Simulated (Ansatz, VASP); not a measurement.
## Two plane-wave programs on Na4Au

The input INCAR:

```
PREC = Accurate
ENCUT = 600
EDIFF = 1E-6
ISMEAR = 0
SIGMA = 0.1
LREAL = F
LASPH = T
NELM = 80
ALGO = Fast
ISIF = 3
LWAVE = F
LCHARG = F
GGA = PE
IBRION = 2
NSW = 100
EDIFFG = -0.01
```

KPOINTS

```
regular mesh
0
Gamma
  8 8 8
```

The input POSCAR:

```
Na4Au
1.0
   -3.4807443000      3.4807443000      3.4807443000
    3.4807443000     -3.4807443000      3.4807443000
    3.4807443000      3.4807443000     -3.4807443000
Na Au
4 1
Direct
    0.5000000000      0.5000000000      0.5000000000
    0.0000000000      0.0000000000      0.5000000000
    0.0000000000      0.5000000000      0.0000000000
    0.5000000000      0.0000000000      0.0000000000
    0.0000000000      0.0000000000      0.0000000000
```

Input for Ansatz:

```yaml
crystal:
  lattice:
    - [-3.4807443, 3.4807443, 3.4807443]
    - [3.4807443, -3.4807443, 3.4807443]
    - [3.4807443, 3.4807443, -3.4807443]
  atoms:
    - { symbol: Na, position: [0.5, 0.5, 0.5] }
    - { symbol: Na, position: [0.0, 0.0, 0.5] }
    - { symbol: Na, position: [0.0, 0.5, 0.0] }
    - { symbol: Na, position: [0.5, 0.0, 0.0] }
    - { symbol: Au, position: [0.0, 0.0, 0.0] }
basis:
  ecutwfc: 420
kpoints:
  mp_grid: { grid: [8, 8, 8] }
hamiltonian:
  xc: pbe
scf:
  occupations: { method: gaussian, width: 0.1 }
output:
  forces: true
  stress: true
  eigenvalues: true
relax:
  adjacent_minimum: "off"
  f_tol: 0.01
  max_steps: 80
  cell: { stress_tol: 0.05 }
```

Alike in both runs: task relaxation of cell and atoms; functional PBE; k mesh 8 × 8 × 8; occupations gaussian, width 0.1 eV; no spin polarisation.

```csv
,VASP,Ansatz
version,VASP 6.6.1,Ansatz 0.2.0
potentials or method,"VASP PAW PBE potentials, release 64 (Na_pv, Au), cutoff 600 eV","scalar-relativistic, plane waves, PAW"
valence electrons in the cell,39,55
```

|  | VASP | Ansatz | Ansatz less VASP |
| --- | --- | --- | --- |
| gap on the k mesh at the Fermi level, each at its own relaxed structure (eV) | none | none | - |
| relaxed volume (Å³/atom) | 33.74 | 33.74 | 0.000 |
| relaxed length of the cell vector where the two differ most in proportion (Å) | 6.029 | 6.029 | 0.0000 |

A gap of «none» marks a metal or a gap that the smearing closes. VASP's potentials hold 39 valence electrons a cell and Ansatz's 55, so a difference there can come from the potentials and not from the codes.

Neither program's run includes spin-orbit coupling. Noted on VASP's run: the relaxation stopped at its first step, so nothing moved.
